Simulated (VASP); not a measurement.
A run of VASP 6.6.1 is set up as follows.

File INCAR:

```
ALGO     = Normal         # electronic algorithm
EDIFF    = 1E-6           # SCF threshold, eV
ENCUT    = 520            # plane-wave cutoff, eV
GGA      = PE             # functional
ISIF     = 2              # what is computed and relaxed
ISMEAR   = 0              # smearing method
LASPH    = True           # aspherical terms in the spheres
LCHARG   = False          # write CHGCAR
LREAL    = False          # projectors in reciprocal space
LWAVE    = False          # write WAVECAR
NBANDS   = 33             # bands
NELM     = 100            # most SCF steps
PREC     = Accurate       # precision mode
SIGMA    = 0.1            # smearing width, eV
```

Contents of KPOINTS:

```
k-points
0
Gamma
  6 6 4
```

The input POSCAR:

```
MgSn2O3
1.0
    4.2706398200      0.0000000000      0.0000000000
   -2.1353199100      3.6984825700      0.0000000000
    0.0000000000      0.0000000000      7.2516588200
Mg Sn O
1 2 3
Direct
    0.0000000000      0.0000000000      0.5000000000
    0.3333333300      0.6666666700      0.5000000000
    0.6666666700      0.3333333300      0.5000000000
    0.3333333300      0.6666666700      0.0000000000
    0.6666666700      0.3333333300      0.0000000000
    0.0000000000      0.0000000000      0.0000000000
```

Potentials or basis: VASP PAW PBE potentials, release 64 (Mg, Sn_d, O).

Command:

```console
$ cat potpaw_PBE.64/Mg/POTCAR potpaw_PBE.64/Sn_d/POTCAR potpaw_PBE.64/O/POTCAR > POTCAR
$ mpirun -np 1 vasp_std > vasp.out
```

**Question.** What does it give for the pressure?

**Answer.** 22.4 GPa.

**Question.** Estimate the band gap on the k mesh.

**Answer.** Zero (bands 24 and 25 overlap by 0.50 eV).

Stress tensor (GPa, compression positive):
```
 39.36   0.00   0.00
  0.00  39.36   0.00
  0.00   0.00 -11.49
```

Caveat: the stress differs along the axes, from -11 to 39 GPa; semilocal functionals underestimate gaps, and a narrow one can read as zero; spin-orbit coupling is left out, which moves the levels of the heavy elements.
